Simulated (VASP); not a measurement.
Input of a VASP 6.6.1 run:

File INCAR:

```
PREC = Accurate
ENCUT = 520
EDIFF = 1E-6
ISMEAR = 0
SIGMA = 0.05
LREAL = F
LASPH = T
NELM = 150
ALGO = Normal
ISIF = 2
LWAVE = F
LCHARG = F
ISPIN = 2
MAGMOM = 0 0 0 0 0 0 0 0 2
LORBIT = 11
LDIPOL = T
IDIPOL = 3
DIPOL = 0.5 0.5 0.322
GGA = PE
NBANDS = 32
```

The input KPOINTS:

```
Automatic mesh
0
Gamma
  9 5 1
```

The input POSCAR:

```
Si4C5
1.0
    3.0920147294      0.0000000000      0.0000000000
    0.0000000000      5.0738209150      0.0000000000
    0.0000000000      0.0000000000     18.9686857271
Si C
4 5
Direct
    0.0000000000      0.9954360478      0.2108738611
    0.5000000000      0.4954360478      0.2579297184
    0.5000000000      0.9936728437      0.3565277199
    0.0000000000      0.4650509218      0.3853429993
    0.0000000000      0.6195639522      0.2108738611
    0.5000000000      0.1195639522      0.2579297184
    0.5000000000      0.6250367736      0.3569005385
    0.0000000000      0.1238202484      0.3937376492
    0.0000000000      0.2904869151      0.4653167250
```

Potentials or basis: VASP PAW PBE potentials, release 64 (Si, C).

Launch:

```console
$ cat potpaw_PBE.64/Si/POTCAR potpaw_PBE.64/C/POTCAR > POTCAR
$ mpirun -np 1 vasp_std > vasp.out
```

(1) What does it give for the net moment?

(2) What does it give for the largest force?

(3) Predict the site moments.

Results:

(1) 0.89 μB per cell.

(2) 4.727 eV/Å.

(3) Si -0.03, +0.00, +0.01, +0.06; C +0.03, +0.01, +0.35 μB.
